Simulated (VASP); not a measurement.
# K8Ta8HO23 (a cell with a defect) in VASP: notebook

The runs below take K8Ta8HO23 (a cell with a defect) through single point, with PBEsol.

Program: VASP 6.6.1. These are calculated values, not measurements. Logs are shortened: lines on timing, memory, paths and dates and some standing lists are left out, and cuts for length are marked.

### Step 1. The cell of the first run

The cell holds a defect, 40 atoms: a = 7.971 Å, b = 7.971 Å, c = 7.971 Å, α = 90.00°, β = 90.00°, γ = 90.00°.

### Step 2. Single point, PBEsol

Input file INCAR:

```
SYSTEM = K8Ta8HO23
  PREC = Accurate
  ENCUT = 520
  EDIFF = 1E-6
  ISMEAR = -1
  SIGMA = 0.05
  LREAL = Auto
  LASPH = .True.
  NELM = 60
  ALGO = Normal
  ISIF = 2
  LWAVE = .False.
  LCHARG = .True.
  GGA = PS
  LELF = .True.
  LVHAR = .True.
  NELECT = 298.0
  ISYM = 0
  NBANDS = 176
```

Input file KPOINTS:

```
Automatic mesh
0
Gamma
  1 1 1
  0.25 0.25 0.25
```

Input file POSCAR:

```
K8Ta8HO23
1.0
    7.9708780000      0.0000000000      0.0000000000
    0.0000000000      7.9708780000      0.0000000000
    0.0000000000      0.0000000000      7.9708780000
K Ta O H
8 8 23 1
Direct
    0.9970760000      0.9962960000      0.0001660000
    0.9979150000      0.9971010000      0.4993500000
    0.9972400000      0.5036490000      0.9999300000
    0.9979860000      0.5028100000      0.4998340000
    0.5044360000      0.9964170000      0.9999300000
    0.5036210000      0.9971740000      0.5000180000
    0.5045380000      0.5037610000      0.9997240000
    0.5037310000      0.5029160000      0.5005420000
    0.2479350000      0.2476080000      0.2418390000
    0.2537030000      0.2523880000      0.7578120000
    0.2508390000      0.7471230000      0.2511670000
    0.2509630000      0.7528730000      0.7487690000
    0.7474520000      0.2503280000      0.2512860000
    0.7542100000      0.2499130000      0.7488950000
    0.7507250000      0.7502510000      0.2500770000
    0.7510950000      0.7500120000      0.7499290000
    0.2507250000      0.2500120000      0.9998300000
    0.2506770000      0.7499580000      0.9998780000
    0.2506860000      0.7500150000      0.4998830000
    0.7507080000      0.2498060000      0.9998380000
    0.7507180000      0.2498670000      0.4998510000
    0.7506860000      0.7499040000      0.9998450000
    0.7506740000      0.7498080000      0.4998410000
    0.0046030000      0.2504590000      0.2560650000
    0.0036390000      0.2494220000      0.7435040000
    0.0017040000      0.7501290000      0.2495770000
    0.0011750000      0.7496660000      0.7500680000
    0.4978560000      0.2504980000      0.2561820000
    0.4969030000      0.2494900000      0.7435540000
    0.5002600000      0.7502720000      0.2496200000
    0.4997410000      0.7497900000      0.7501360000
    0.2513770000      0.0038020000      0.2561800000
    0.2500670000      0.0029060000      0.7436460000
    0.2514660000      0.4970370000      0.2562410000
    0.2501380000      0.4961480000      0.7435010000
    0.7510170000      0.0008500000      0.2496140000
    0.7504220000      0.0004040000      0.7500530000
    0.7510970000      0.4994060000      0.2495490000
    0.7505470000      0.4989640000      0.7501770000
    0.2506490000      0.2497900000      0.4998640000
```

Potentials or basis: VASP PAW PBE potentials, release 64 (K_sv, Ta_pv, O, H).

Started as:

```
cat potpaw_PBE.64/K_sv/POTCAR potpaw_PBE.64/Ta_pv/POTCAR potpaw_PBE.64/O/POTCAR potpaw_PBE.64/H/POTCAR > POTCAR
mpirun -np 1 vasp_std > vasp.out
```

OUTCAR:

```text
SYSTEM = K8Ta8HO23
   PREC = Accurate
   ENCUT = 520
   EDIFF = 1E-6
   ISMEAR = -1
   LREAL = Auto
   LASPH = .True.
   NELM = 60
   ISIF = 2
   GGA = PS
   NELECT = 298.0
   ISYM = 0

 ion  position               nearest neighbor table
   1  0.997  0.996  0.000-  22 2.78  36 2.79  26 2.79  27 2.80  37 2.80  20 2.82  18 2.82  17 2.86
                            33 2.87  25 2.87  24 2.88  32 2.88  15 3.42  16 3.42   9 3.42  14 3.44
   2  0.998  0.997  0.499-  23 2.79  33 2.80  25 2.80  36 2.80  26 2.80  32 2.80  24 2.80  27 2.81
                            37 2.81  19 2.82  21 2.82  15 3.42  16 3.43  14 3.43  12 3.44  11 3.46
   3  0.997  0.504  1.000-  22 2.78  38 2.79  27 2.80  26 2.80  39 2.80  18 2.82  20 2.82  17 2.86
                            24 2.87  35 2.87  34 2.88  25 2.88  16 3.42  15 3.42  14 3.44  11 3.44
   4  0.998  0.503  0.500-  23 2.79  35 2.80  24 2.80  27 2.80  38 2.80  25 2.80  34 2.80  26 2.80
                            39 2.81  19 2.82  21 2.82  16 3.42  15 3.43  14 3.43  11 3.43  13 3.46
   5  0.504  0.996  1.000-  22 2.78  30 2.79  37 2.80  36 2.80  31 2.80  20 2.82  18 2.82  17 2.86
                            32 2.87  29 2.87  28 2.88  33 2.88  15 3.42  16 3.42  12 3.44  13 3.44
   6  0.504  0.997  0.500-  23 2.79  29 2.80  32 2.80  37 2.80  28 2.80  30 2.80  33 2.80  31 2.80
                            36 2.81  21 2.82  19 2.82  15 3.42  16 3.43  12 3.43  13 3.43  11 3.46
   7  0.505  0.504  1.000-  22 2.77  39 2.79  31 2.79  38 2.80  30 2.80  18 2.82  20 2.82  17 2.86
                            34 2.87  28 2.87  29 2.88  35 2.88  16 3.42  15 3.42  10 3.42  13 3.44
   8  0.504  0.503  0.501-  23 2.78  39 2.80  31 2.80  29 2.80  34 2.80  35 2.80  28 2.80  30 2.81
                            38 2.81  21 2.82  19 2.82  16 3.42  15 3.43  13 3.43  11 3.44  12 3.46
   9  0.248  0.248  0.242-  17 1.93  24 1.94  32 1.95  34 1.99  28 2.00  40 2.06   1 3.42   3 3.45
                             5 3.45   7 3.48   2 3.49   4 3.51   6 3.52   8 3.54
  10  0.254  0.252  0.758-  17 1.93  29 1.94  35 1.95  33 1.99  25 2.00  40 2.06   7 3.42   5 3.45
                             3 3.45   1 3.48   8 3.49   6 3.51   4 3.52   2 3.54
  11  0.251  0.747  0.251-  19 1.98  26 1.99  30 1.99  34 1.99  18 2.00  32 2.05   4 3.43   8 3.44
                             3 3.44   7 3.45   2 3.46   6 3.46   1 3.47   5 3.47
[... 15 lines left out ...]
  22  0.751  0.750  1.000-  16 1.99  15 1.99   7 2.77   5 2.78   1 2.78   3 2.78
[... 15 lines left out ...]
  38  0.751  0.499  0.250-  13 1.99  15 2.00   3 2.79   7 2.80   4 2.80   8 2.81
  39  0.751  0.499  0.750-  14 1.99  16 2.00   7 2.79   8 2.80   3 2.80   4 2.81
  40  0.251  0.250  0.500-  10 2.06   9 2.06

IMPORTANT INFORMATION: All symmetrisations will be switched off!
NOSYMM: (Re-)initialisation of all symmetry stuff for point group C_1.

----------------------------------------------------------------------------------------

                                     Primitive cell

  volume of cell :     506.4289

  direct lattice vectors                    reciprocal lattice vectors
     7.970878000  0.000000000  0.000000000     0.125456694  0.000000000  0.000000000
     0.000000000  7.970878000  0.000000000     0.000000000  0.125456694  0.000000000
     0.000000000  0.000000000  7.970878000     0.000000000  0.000000000  0.125456694

  length of vectors
     7.970878000  7.970878000  7.970878000     0.125456694  0.125456694  0.125456694

  position of ions in fractional coordinates (direct lattice)
     0.997076000  0.996296000  0.000166000
     0.997915000  0.997101000  0.499350000
     0.997240000  0.503649000  0.999930000
     0.997986000  0.502810000  0.499834000
     0.504436000  0.996417000  0.999930000
     0.503621000  0.997174000  0.500018000
[... 32 lines left out ...]
     0.750547000  0.498964000  0.750177000
     0.250649000  0.249790000  0.499864000

  ion indices of the primitive-cell ions
   primitive index   ion index
                 1           1
                 2           2
                 3           3
                 4           4
                 5           5
                 6           6
[... 32 lines left out ...]
                39          39
                40          40

----------------------------------------------------------------------------------------

 KPOINTS: Automatic mesh

Automatic generation of k-mesh.
 Grid dimensions read from file:
 generate k-points for:    1    1    1

 Generating k-lattice:

  Cartesian coordinates                     Fractional coordinates (reciprocal lattice)
     0.125456694  0.000000000  0.000000000     1.000000000  0.000000000  0.000000000
     0.000000000  0.125456694  0.000000000     0.000000000  1.000000000  0.000000000
     0.000000000  0.000000000  0.125456694     0.000000000  0.000000000  1.000000000

  Length of vectors
     0.125456694  0.125456694  0.125456694

  Shift w.r.t. Gamma in fractional coordinates (k-lattice)
     0.250000000  0.250000000  0.250000000

 Subroutine IBZKPT returns following result:
 ===========================================

 Found      4 irreducible k-points:

 Following reciprocal coordinates:
            Coordinates               Weight
  0.250000  0.250000  0.250000      2.000000
 -0.250000  0.250000  0.250000      2.000000
 -0.250000 -0.250000  0.250000      2.000000
  0.250000 -0.250000  0.250000      2.000000
   k-points           NKPTS =      4   k-points in BZ     NKDIM =      4   number of bands    NBANDS=    176
   number of dos      NEDOS =    301   number of ions     NIONS =     40
   total plane-waves  NPLWV = 216000
   dimension x,y,z NGX =    60 NGY =   60 NGZ =   60
   dimension x,y,z NGXF=   120 NGYF=  120 NGZF=  120
   ions per type =               8   8  23   1
   NGX,Y,Z   is equivalent  to a cutoff of  12.51, 12.51, 12.51 a.u.
   NGXF,Y,Z  is equivalent  to a cutoff of  25.03, 25.03, 25.03 a.u.
 SYSTEM =  K8Ta8HO23
   PREC   = accura    normal or accurate (medium, high low for compatibility)
   ISTART =      0    job   : 0-new  1-cont  2-samecut
   ICHARG =      2    charge: 1-file 2-atom 10-const
   ISPIN  =      1    spin polarized calculation?
   LNONCOLLINEAR =      F non collinear calculations
   LSORBIT =      F    spin-orbit coupling
   LASPH  =      T    aspherical Exc in radial PAW
   ENCUT  =  520.0 eV  38.22 Ry    6.18 a.u.  14.82 14.82 14.82*2*pi/ulx,y,z
   NELM   =     60;   NELMIN=  2; NELMDL= -5     # of ELM steps
   EDIFF  = 0.1E-05   stopping-criterion for ELM
   LREAL  =      T    real-space projection
   EDIFFG = 0.1E-04   stopping-criterion for IOM
   NSW    =      0    number of steps for IOM
   IBRION =     -1    ionic relax: 0-MD 1-quasi-New 2-CG
   NFREE  =      0    steps in history (QN), initial steepest desc. (CG)
   ISIF   =      2    stress and relaxation
   ISYM   =      0    0-nonsym 1-usesym 2-fastsym
   POTIM  = 0.5000    time-step for ionic-motion
   TEBEG  =    0.0;   TEEND  =   0.0 temperature during run
   PSTRESS=    0.0 pullay stress
   NELECT =     298.0000    total number of electrons
   NUPDOWN=      -1.0000    fix difference up-down
   EMIN   =  10.00;   EMAX   =-10.00  energy-range for DOS
   EFERMI =   0.00;   METHOD = LEGACY
   ISMEAR =    -1;   SIGMA  =   0.05  broadening in eV -4-tet -1-fermi 0-gaus
   EFERMI_NEDOS =   21; number of points for ismear=-14 and -15
   IALGO  =     38    algorithm
   IMIX   =      4    mixing-type and parameters
     AMIX     =   0.40;   BMIX     =  1.00
     AMIX_MAG =   1.60;   BMIX_MAG =  1.00
  volume/ion in A,a.u.               =      12.66        85.44
  Fermi-wavevector in a.u.,A,eV,Ry     =   1.371853  2.592425 25.605883  1.881979
  Thomas-Fermi vector in A             =   2.497512
   LORBIT       =      0    0 simple, 1 ext, 2 COOP (PROOUT), +10 PAW based schemes
   GGA     = PS    functional components
   LHFCALC =     F    Hartree Fock is set to
   AEXX    =    0.0000 exact exchange contribution
   IVDW    =     0    specifies the selected vdW correction
   LEPSILON=     F    determine dielectric tensor
   LRPA    =     F    only Hartree local field effects (RPA)
 non-spin polarized calculation
  energy-cutoff  :      520.00
  volume of cell :      506.43
 maximum number of plane-waves:     13601
   NGX = 29   NGY = 29   NGZ = 29

 number of electron     297.9999899 magnetization

 Free energy of the ion-electron system (eV)
  ---------------------------------------------------
  ext. energy  EPLUGINS =         0.00000000
  ---------------------------------------------------
  free energy    TOTEN  =      -341.02447426 eV

  energy without entropy =     -341.02447426  energy(sigma->0) =     -341.02447426

 E-fermi :   2.7720     XC(G=0): -11.0617

 val. band max:        1.4423653183   @ k =   0.2500   0.2500   0.2500
 cond. band min:       4.3129708497   @ k =  -0.2500  -0.2500   0.2500
 fundamental gap:      2.8706055314
 Fermi energy:         2.7720299282

 k-point     1 :       0.2500    0.2500    0.2500
  band No.  band energies     occupation
      1     -32.7831      2.00000
      2     -32.7082      2.00000
      3     -32.6514      2.00000
      4     -32.6500      2.00000
      5     -32.6482      2.00000
      6     -32.6468      2.00000
[... 153 lines left out ...]
    160       6.3072      0.00000
    161       6.3343      0.00000

 k-point     2 :      -0.2500    0.2500    0.2500
  band No.  band energies     occupation
      1     -32.7831      2.00000
      2     -32.7082      2.00000
      3     -32.6514      2.00000
      4     -32.6500      2.00000
      5     -32.6481      2.00000
      6     -32.6468      2.00000
[... 153 lines left out ...]
    160       6.3051      0.00000
    161       6.3339      0.00000

 k-point     3 :      -0.2500   -0.2500    0.2500
  band No.  band energies     occupation
      1     -32.7831      2.00000
      2     -32.7082      2.00000
      3     -32.6514      2.00000
      4     -32.6500      2.00000
      5     -32.6482      2.00000
      6     -32.6468      2.00000
[... 153 lines left out ...]
    160       6.3049      0.00000
    161       6.3342      0.00000

 k-point     4 :       0.2500   -0.2500    0.2500
  band No.  band energies     occupation
      1     -32.7831      2.00000
      2     -32.7082      2.00000
      3     -32.6514      2.00000
      4     -32.6500      2.00000
      5     -32.6481      2.00000
      6     -32.6468      2.00000
[... 153 lines left out ...]
    160       6.3057      0.00000
    161       6.3336      0.00000
 [bands above 161 left out]

------------------------ aborting loop because EDIFF is reached ----------------------------------------

  FORCE on cell =-STRESS in cart. coord.  units (eV):
  Direction    XX          YY          ZZ          XY          YZ          ZX
  --------------------------------------------------------------------------------------
  -------------------------------------------------------------------------------------
  Total       -7.3231350     -7.4697081     -4.3888808      0.0160685      0.0060728      0.0108703
  in kB      -23.1680316    -23.6317416    -13.8849999      0.0508356      0.0192125      0.0343902
  external PRESSURE =     -20.2282577 kB  Pullay stress =       0.0000000 kB

 VOLUME and BASIS-vectors are now :
 -----------------------------------------------------------------------------
  energy-cutoff  :      520.00
  volume of cell :      506.43
      direct lattice vectors                 reciprocal lattice vectors
     7.970878000  0.000000000  0.000000000     0.125456694  0.000000000  0.000000000
     0.000000000  7.970878000  0.000000000     0.000000000  0.125456694  0.000000000
     0.000000000  0.000000000  7.970878000     0.000000000  0.000000000  0.125456694

 POSITION                                       TOTAL-FORCE (eV/Angst)
 -----------------------------------------------------------------------------------
      7.94757      7.94135      0.00132         0.004457      0.005080     -0.006424
      7.95426      7.94777      3.98026         0.002787      0.003052      0.007051
      7.94888      4.01452      7.97032        -0.000603     -0.004715      0.000172
      7.95482      4.00784      3.98412        -0.000857     -0.000982      0.002340
      4.02080      7.94232      7.97032         0.003734     -0.004397      0.000281
      4.01430      7.94835      3.98558        -0.003700      0.001747     -0.003055
[... 32 lines left out ...]
      5.98252      3.97718      5.97957        -0.002737      0.014279     -0.001246
      1.99789      1.99105      3.98435         0.002437      0.002449     -0.000500
 -----------------------------------------------------------------------------------
    total drift:                               -0.031972      0.001957     -0.000586

  FREE ENERGIE OF THE ION-ELECTRON SYSTEM (eV)
  ---------------------------------------------------
  free  energy   TOTEN  =      -341.0244742589 eV

  energy  without entropy=     -341.0244742589  energy(sigma->0) =     -341.02447426
```

Run time: 7.5 min. Hardware: 1 thread of Intel Xeon Platinum 8375C at 2.90GHz (Ice Lake), shared host; peak memory 0.63 GiB.

Results:

- Free energy: -341.0245 eV
- Largest force: 0.199 eV/Å

Forces in eV/Å, atoms in the order of the input:
```
K    0.004  0.005 -0.006
K    0.003  0.003  0.007
K   -0.001 -0.005  0.000
K   -0.001 -0.001  0.002
K    0.004 -0.004  0.000
K   -0.004  0.002 -0.003
K    0.000 -0.001  0.005
K   -0.003 -0.003 -0.010
Ta   0.135  0.097  0.106
Ta  -0.137 -0.100 -0.103
Ta   0.013  0.043 -0.010
Ta  -0.019 -0.043  0.008
Ta   0.036  0.001 -0.015
Ta  -0.043 -0.011  0.006
Ta   0.015  0.004 -0.003
Ta  -0.020 -0.013 -0.007
O    0.001  0.000  0.004
O    0.002 -0.001  0.001
O    0.001  0.000  0.001
O    0.001  0.004  0.002
O    0.001  0.004  0.003
O    0.002  0.003  0.003
O    0.002  0.004  0.004
O   -0.095 -0.008  0.011
O    0.034  0.008  0.012
O   -0.012  0.002  0.002
O    0.002  0.005  0.003
O   -0.032 -0.007 -0.014
O    0.096  0.007 -0.007
O    0.002 -0.005  0.000
O    0.015 -0.001  0.000
O   -0.013 -0.089  0.003
O    0.016  0.027  0.008
O   -0.014 -0.027 -0.011
O    0.013  0.087 -0.005
O   -0.001 -0.008  0.001
O    0.004 -0.002  0.002
O   -0.007  0.008  0.003
O   -0.003  0.014 -0.001
H    0.002  0.002 -0.001
```

Caveat: the k points lie up to 0.79 Å⁻¹ apart; the cell carries a net charge on a neutralising background, which shifts energy and pressure; the cell is charged against a uniform background, so pressure and absolute levels hang on convention; the PAW data sets were made with another functional, which shifts forces and pressure a little; spin-orbit coupling is left out, which moves the levels of the heavy elements.

(Part 1 of 2 ends here.)
